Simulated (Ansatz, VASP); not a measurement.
**TiC: VASP beside Ansatz**

```xyz
2
Lattice="0.0000 2.1640 2.1207 2.1640 0.0000 2.1207 2.1640 2.1640 0.0000" Properties=species:S:1:pos:R:3 pbc="T T T"
Ti    0.0000    0.0000    0.0000
C     2.1640    2.1640    2.1207
```

Change from the starting cell: zz strain of -2 %.

Alike in both runs: task single point; functional PBEsol; k mesh 16 × 16 × 16; occupations fermi-dirac, width 0.03 eV; no spin polarisation.

```csv
,VASP,Ansatz
version,VASP 6.6.1,Ansatz 0.2.0
potentials or method,"VASP PAW PBE potentials, release 64 (Ti_sv, C), cutoff 520 eV","all-electron LAPW, scalar-relativistic"
```

VASP gave:

- pressure (GPa): -0.6
- traceless stress, the component that is largest in VASP (GPa): 5.79

Task: What did Ansatz give for the same quantities?

Result: Pressure (GPa): -0.9; traceless stress, the component that is largest in VASP (GPa): 5.76.

VASP's potentials were made for PBE, not for PBEsol. Ansatz ran all-electron here, and VASP with PAW potentials.
